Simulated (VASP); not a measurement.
# Al (Im-3m) in VASP: notebook

Al is run at these levels: r2SCAN; tasks: single point.

Everything below comes from runs of VASP 6.6.1. Logs are shortened: lines on timing, memory, paths and dates and some standing lists are left out, and cuts for length are marked.

## (1) The cell of the first run

The structure is cubic, space group Im-3m (No. 229). The conventional cell has a = 3.056 Å, b = 3.056 Å, c = 3.056 Å, α = 90.00°, β = 90.00°, γ = 90.00°. Al (site symmetry m-3m) has 14 Al at 2.65 to 3.06 Å within 3.5 Å.

## (2) Single point, r2SCAN (volume scaled by 0.88)

File POSCAR:

```
Al
1.0
   -1.5278578505      1.5278578505      1.5278578505
    1.5278578505     -1.5278578505      1.5278578505
    1.5278578505      1.5278578505     -1.5278578505
Al
1
Direct
    0.0000000000      0.0000000000      0.0000000000
```

File INCAR.step1:

```
ALGO     = Normal         # electronic algorithm
EDIFF    = 1E-4           # SCF threshold, eV
ENCUT    = 520            # plane-wave cutoff, eV
GGA      = PE             # functional
ISMEAR   = 0              # smearing method
LASPH    = T              # aspherical terms in the spheres
LCHARG   = F              # write CHGCAR
LREAL    = F              # projectors in reciprocal space
LWAVE    = T              # write WAVECAR
NBANDS   = 8              # bands
NELM     = 80             # most SCF steps
PREC     = Accurate       # precision mode
SIGMA    = 0.1            # smearing width, eV
```

File INCAR.step2:

```
ALGO     = Normal         # electronic algorithm
EDIFF    = 1E-7           # SCF threshold, eV
ENCUT    = 520            # plane-wave cutoff, eV
ISIF     = 2              # what is computed and relaxed
ISMEAR   = 0              # smearing method
ISTART   = 1            
LASPH    = T              # aspherical terms in the spheres
LCHARG   = T              # write CHGCAR
LELF     = T              # ELF
LMIXTAU  = T            
LREAL    = F              # projectors in reciprocal space
LVHAR    = T            
LWAVE    = F              # write WAVECAR
METAGGA  = R2SCAN         # meta-GGA
NBANDS   = 8              # bands
NELM     = 80             # most SCF steps
PREC     = Accurate       # precision mode
SIGMA    = 0.1            # smearing width, eV
```

File KPOINTS:

```
k-points
0
Gamma
  18 18 18
```

Potentials or basis: VASP PAW PBE potentials, release 64 (Al).

Started as:

```bash
$ cat potpaw_PBE.64/Al/POTCAR > POTCAR
$ cp INCAR.step1 INCAR
$ mpirun -np 1 vasp_std > vasp.out
$ cp INCAR.step2 INCAR
$ mpirun -np 1 vasp_std > vasp.out
```

OUTCAR:

```text
EDIFF = 1E-7
   ENCUT = 520
   ISIF = 2
   ISMEAR = 0
   ISTART = 1
   LASPH = T
   LREAL = F
   METAGGA = R2SCAN
   NELM = 80
   PREC = Accurate

 ion  position               nearest neighbor table
   1  0.000  0.000  0.000-

  LATTYP: Found a body centered cubic cell.
 ALAT       =     3.0557157010

  Lattice vectors:

 A1 = (  -1.5278578505,   1.5278578505,   1.5278578505)
 A2 = (   1.5278578505,  -1.5278578505,   1.5278578505)
 A3 = (   1.5278578505,   1.5278578505,  -1.5278578505)

Analysis of symmetry for initial positions (statically):
=====================================================================
 Subroutine PRICEL returns:
 Original cell was already a primitive cell.

 Routine SETGRP: Setting up the symmetry group for a
 body centered cubic supercell.

 Subroutine GETGRP returns: Found 48 space group operations
 (whereof 48 operations were pure point group operations)
 out of a pool of 48 trial point group operations.

The static configuration has the point symmetry O_h .

Analysis of symmetry for dynamics (positions and initial velocities):
=====================================================================
 Subroutine PRICEL returns:
 Original cell was already a primitive cell.

 Routine SETGRP: Setting up the symmetry group for a
 body centered cubic supercell.

 Subroutine GETGRP returns: Found 48 space group operations
 (whereof 48 operations were pure point group operations)
 out of a pool of 48 trial point group operations.

The dynamic configuration has the point symmetry O_h .

 Subroutine INISYM returns: Found 48 space group operations
 (whereof 48 operations are pure point group operations),
 and found     1 'primitive' translations

----------------------------------------------------------------------------------------

                                     Primitive cell

  volume of cell :      14.2662

  direct lattice vectors                    reciprocal lattice vectors
    -1.527857851  1.527857851  1.527857851     0.000000000  0.327255575  0.327255575
     1.527857851 -1.527857851  1.527857851     0.327255575  0.000000000  0.327255575
     1.527857851  1.527857851 -1.527857851     0.327255575  0.327255575  0.000000000

  length of vectors
     2.646327424  2.646327424  2.646327424     0.462809273  0.462809273  0.462809273

  position of ions in fractional coordinates (direct lattice)
     0.000000000  0.000000000  0.000000000

  ion indices of the primitive-cell ions
   primitive index   ion index
                 1           1

----------------------------------------------------------------------------------------

 KPOINTS: k-points

Automatic generation of k-mesh.
 Grid dimensions read from file:
 generate k-points for:   18   18   18

 Generating k-lattice:

  Cartesian coordinates                     Fractional coordinates (reciprocal lattice)
     0.000000000  0.018180865  0.018180865     0.055555556  0.000000000  0.000000000
     0.018180865  0.000000000  0.018180865     0.000000000  0.055555556  0.000000000
     0.018180865  0.018180865  0.000000000     0.000000000  0.000000000  0.055555556

  Length of vectors
     0.025711626  0.025711626  0.025711626

  Shift w.r.t. Gamma in fractional coordinates (k-lattice)
     0.000000000  0.000000000  0.000000000

 Subroutine IBZKPT returns following result:
 ===========================================

 Found    195 irreducible k-points:

 Following reciprocal coordinates:
            Coordinates               Weight
  0.000000  0.000000  0.000000      1.000000
  0.055556  0.000000  0.000000     12.000000
  0.111111  0.000000  0.000000     12.000000
  0.166667  0.000000  0.000000     12.000000
  0.222222  0.000000  0.000000     12.000000
  0.277778  0.000000  0.000000     12.000000
[... 16 lines left out ...]
  0.333333  0.111111  0.000000     48.000000
  0.388889  0.111111  0.000000     48.000000
 [... further k-points ...]
   k-points           NKPTS =    195   k-points in BZ     NKDIM =    195   number of bands    NBANDS=      8
   number of dos      NEDOS =    301   number of ions     NIONS =      1
   total plane-waves  NPLWV =   8000
   dimension x,y,z NGX =    20 NGY =   20 NGZ =   20
   dimension x,y,z NGXF=    40 NGYF=   40 NGZF=   40
   ions per type =               1
   NGX,Y,Z   is equivalent  to a cutoff of  12.56, 12.56, 12.56 a.u.
   NGXF,Y,Z  is equivalent  to a cutoff of  25.13, 25.13, 25.13 a.u.
 SYSTEM =  unknown system
   PREC   = accura    normal or accurate (medium, high low for compatibility)
   ISTART =      1    job   : 0-new  1-cont  2-samecut
   ICHARG =      0    charge: 1-file 2-atom 10-const
   ISPIN  =      1    spin polarized calculation?
   LNONCOLLINEAR =      F non collinear calculations
   LSORBIT =      F    spin-orbit coupling
   LASPH  =      T    aspherical Exc in radial PAW
   ENCUT  =  520.0 eV  38.22 Ry    6.18 a.u.   4.92  4.92  4.92*2*pi/ulx,y,z
   NELM   =     80;   NELMIN=  2; NELMDL=  0     # of ELM steps
   EDIFF  = 0.1E-06   stopping-criterion for ELM
   LREAL  =      F    real-space projection
   EDIFFG = 0.1E-05   stopping-criterion for IOM
   NSW    =      0    number of steps for IOM
   IBRION =     -1    ionic relax: 0-MD 1-quasi-New 2-CG
   NFREE  =      0    steps in history (QN), initial steepest desc. (CG)
   ISIF   =      2    stress and relaxation
   ISYM   =      2    0-nonsym 1-usesym 2-fastsym
   POTIM  = 0.5000    time-step for ionic-motion
   TEBEG  =    0.0;   TEEND  =   0.0 temperature during run
   PSTRESS=    0.0 pullay stress
   NELECT =       3.0000    total number of electrons
   NUPDOWN=      -1.0000    fix difference up-down
   EMIN   =  10.00;   EMAX   =-10.00  energy-range for DOS
   EFERMI =   0.00;   METHOD = LEGACY
   ISMEAR =     0;   SIGMA  =   0.10  broadening in eV -4-tet -1-fermi 0-gaus
   EFERMI_NEDOS =   21; number of points for ismear=-14 and -15
   IALGO  =     38    algorithm
   IMIX   =      4    mixing-type and parameters
     AMIX     =   0.40;   BMIX     =  1.00
     AMIX_MAG =   1.60;   BMIX_MAG =  1.00
  volume/ion in A,a.u.               =      14.27        96.27
  Fermi-wavevector in a.u.,A,eV,Ry     =   0.973522  1.839689 12.894847  0.947744
  Thomas-Fermi vector in A             =   2.103908
   LORBIT       =      0    0 simple, 1 ext, 2 COOP (PROOUT), +10 PAW based schemes
   METAGGA = R2SCAN    functional components
   LHFCALC =     F    Hartree Fock is set to
   AEXX    =    0.0000 exact exchange contribution
   IVDW    =     0    specifies the selected vdW correction
   LEPSILON=     F    determine dielectric tensor
   LRPA    =     F    only Hartree local field effects (RPA)
 non-spin polarized calculation
 Gauss-broadening in eV      SIGMA  =   0.10
  energy-cutoff  :      520.00
  volume of cell :       14.27
 maximum number of plane-waves:       395
   NGX =  9   NGY =  9   NGZ =  9

 number of electron       3.0000000 magnetization

 Free energy of the ion-electron system (eV)
  ---------------------------------------------------
  ext. energy  EPLUGINS =         0.00000000
  ---------------------------------------------------
  free energy    TOTEN  =        -6.55627334 eV

  energy without entropy =       -6.55443987  energy(sigma->0) =       -6.55535660

 E-fermi :   9.6978     XC(G=0): -11.4660

 val. band max:        9.6605195402   @ k =  -0.3889   0.3889   0.1667
 cond. band min:       9.7018967487   @ k =  -0.3889   0.4444   0.2222
 fundamental gap:      0.0413772085
 Fermi energy:         9.6978256841

 k-point     1 :       0.0000    0.0000    0.0000
  band No.  band energies     occupation
      1      -3.2908      2.00000
      2      24.6132      0.00000
      3      24.6133      0.00000
      4      24.6133      0.00000
      5      27.9794      0.00000
      6      27.9794      0.00000
      7      27.9794      0.00000
      8      28.0986      0.00000

 k-point     2 :       0.0556    0.0000    0.0000
  band No.  band energies     occupation
      1      -3.1872      2.00000
      2      23.5339      0.00000
      3      24.1548      0.00000
      4      24.1584      0.00000
      5      26.8945      0.00000
      6      27.1362      0.00000
      7      28.2322      0.00000
      8      28.6063      0.00000

 k-point     3 :       0.1111    0.0000    0.0000
  band No.  band energies     occupation
      1      -2.8769      2.00000
      2      21.1417      0.00000
      3      23.1704      0.00000
      4      23.2689      0.00000
      5      25.6659      0.00000
      6      26.4136      0.00000
      7      28.5603      0.00000
      8      29.0646      0.00000

 k-point     4 :       0.1667    0.0000    0.0000
  band No.  band energies     occupation
      1      -2.3613      2.00000
      2      18.4819      0.00000
      3      22.0866      0.00000
      4      22.3699      0.00000
      5      24.5430      0.00000
      6      25.7756      0.00000
      7      29.1008      0.00000
      8      29.4734      0.00000

 k-point     5 :       0.2222    0.0000    0.0000
  band No.  band energies     occupation
      1      -1.6432      2.00000
      2      15.8630      0.00000
      3      21.0853      0.00000
      4      21.5718      0.00000
      5      23.5757      0.00000
      6      25.1351      0.00000
      7      29.8497      0.00000
      8      29.9988      0.00000
[... 177 lines left out ...]
 k-point    22 :       0.2778    0.1111    0.0000
  band No.  band energies     occupation
      1       0.6856      2.00000
      2      11.2683      0.00000
      3      16.3522      0.00000
      4      19.9103      0.00000
      5      23.6772      0.00000
      6      26.6543      0.00000
      7      29.4078      0.00000
      8      33.8184      0.00000

 k-point    23 :       0.3333    0.1111    0.0000
  band No.  band energies     occupation
      1       1.9779      2.00000
      2       9.1015      2.00000
      3      15.8797      0.00000
      4      19.4929      0.00000
      5      23.2527      0.00000
      6      26.4745      0.00000
      7      30.2416      0.00000
      8      34.5489      0.00000

 k-point    24 :       0.3889    0.1111    0.0000
  band No.  band energies     occupation
      1       3.4299      2.00000
      2       7.1226      2.00000
      3      15.5960      0.00000
      4      19.2403      0.00000
      5      22.9925      0.00000
      6      26.3185      0.00000
      7      31.2294      0.00000
      8      34.3191      0.00000

 [... further k-points ...]
[... 5 lines left out ...]
  --------------------------------------------------------------------------------------
  -------------------------------------------------------------------------------------
  Total        1.1921769      1.1921769      1.1921769     -0.0000000     -0.0000000      0.0000000
  in kB      133.8882417    133.8882417    133.8882417     -0.0000000     -0.0000000      0.0000000
  external PRESSURE =     133.8882417 kB  Pullay stress =       0.0000000 kB

 VOLUME and BASIS-vectors are now :
 -----------------------------------------------------------------------------
  energy-cutoff  :      520.00
  volume of cell :       14.27
      direct lattice vectors                 reciprocal lattice vectors
    -1.527857851  1.527857851  1.527857851     0.000000000  0.327255575  0.327255575
     1.527857851 -1.527857851  1.527857851     0.327255575  0.000000000  0.327255575
     1.527857851  1.527857851 -1.527857851     0.327255575  0.327255575  0.000000000

 POSITION                                       TOTAL-FORCE (eV/Angst)
 -----------------------------------------------------------------------------------
      0.00000      0.00000      0.00000        -0.000000     -0.000000     -0.000000
 -----------------------------------------------------------------------------------
    total drift:                                0.000000     -0.000000     -0.000000

  FREE ENERGIE OF THE ION-ELECTRON SYSTEM (eV)
  ---------------------------------------------------
  free  energy   TOTEN  =        -6.5562733352 eV

  energy  without entropy=       -6.5544398675  energy(sigma->0) =       -6.55535660
```

It took 28 s on 1 thread of Intel Xeon 6975P-C (Granite Rapids), shared host; peak memory 0.13 GiB.

Results:

* Free energy: -6.5563 eV
* Pressure: 13.4 GPa

Levels at points of the mesh, in eV from the Fermi level:
```csv
k point,band 1,band 2,band 3,band 4
"(0.00, 0.00, 0.00)",-12.99,14.92,14.92,14.92
"(0.50, 0.00, 0.00)",-5.34,-4.25,8.97,10.02
"(0.50, 0.50, 0.50)",2.24,2.24,2.24,2.65
```

Caveat: the PAW data sets were made with another functional, which shifts forces and pressure a little.

[end of part 1 of 2]
